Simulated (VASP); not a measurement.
**C: single point with PBE**

The system is C.

```
C
1.0
     0.00000    2.06148    1.33996
     2.06148    0.00000    1.33996
     2.06148    2.06148    0.00000
C
2
Direct
  0.50000 0.50000 0.50000
  0.75000 0.75000 0.75000
```

This cell differs from its parent crystal: ratio of the length along z to the lengths across it x 0.65, volume and fractional coordinates fixed.

- Program: VASP 6.6.1
- Task: single point
- Functional: PBE
- Potentials or basis: VASP PAW PBE potentials, release 64 (C)
- Cutoff: 520 eV
- k mesh: 12 × 12 × 12
- Occupations: gaussian, width 0.05 eV
- Spin: no spin polarisation

```yaml
Pressure: 0.4 GPa
Band_gap_on_the_k_mesh: zero (band 4 reaches 12.96 eV, above the bottom of band 5 at 7.83 eV)
```

Stress tensor (GPa, compression positive):
```
-62.38   0.00   0.00
  0.00 -62.38   0.00
  0.00   0.00 126.02
```

Levels at points of the mesh, in eV from the Fermi level:
```csv
k point,band 1,band 2,band 3,band 4,band 5,band 6,band 7,band 8,band 9
"(0.00, 0.00, 0.00)",-21.59,-1.81,-1.81,2.91,3.94,8.75,8.75,10.48,16.83
"(0.50, 0.00, 0.00)",-14.97,-12.98,-5.23,-1.38,2.34,6.21,10.58,14.98,23.06
"(0.50, 0.50, 0.00)",-9.60,-9.60,-8.46,-8.46,-0.29,-0.29,16.68,16.68,24.55
"(0.50, 0.00, 0.50)",-14.73,-14.73,-2.85,-2.85,9.43,9.43,10.71,10.71,17.18
```

It took 13 s on 1 thread of Intel(R) Xeon(R) Platinum 8259CL CPU @ 2.50GHz (Skylake/Cascade Lake) (shared host), peak memory 0.13 GiB.
